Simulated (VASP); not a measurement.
Hf: single point with LDA

Hf:

```xyz
2
Lattice="3.1184 0.0000 0.0000 -1.5592 2.7006 0.0000 0.0000 0.0000 4.9475" Properties=species:S:1:pos:R:3 pbc="T T T"
Hf    0.0000    1.8004    1.2369
Hf    1.5592    0.9002    3.7107
```

| Quantity | Value |
| --- | --- |
| Program | VASP 6.6.1 |
| Task | single point |
| Functional | LDA |
| Potentials or basis | VASP PAW LDA potentials, release 64 (Hf_pv) |
| Cutoff | 520 eV |
| k mesh | 2 × 2 × 1 |
| Occupations | fermi-dirac, width 0.1 eV |
| Spin | no spin polarisation |

The pressure is -5.1 GPa and the band gap on the k mesh is zero (band 10 reaches 6.35 eV, above the bottom of band 11 at 6.07 eV).

Stress tensor (GPa, compression positive):
```
  7.37   0.00   0.00
  0.00   7.37   0.00
  0.00   0.00 -29.97
```

Levels at points of the mesh, in eV from the Fermi level:
| k point | band 7 | band 8 | band 9 | band 10 | band 11 | band 12 |
| --- | --- | --- | --- | --- | --- | --- |
| (0.00, 0.00, 0.00) | -8.32 | -4.79 | 0.28 | 0.28 | 0.35 | 0.65 |
| (0.50, 0.00, 0.00) | -4.25 | -3.85 | -3.18 | -1.31 | 0.00 | 0.21 |

Run time: 6.3 s on 1 thread of AMD EPYC 7R13, with other jobs on the host, peak memory 0.1 GiB.

Caveat: the k points lie up to 1.27 Å⁻¹ apart; spin-orbit coupling is left out, which moves the levels of the heavy elements.
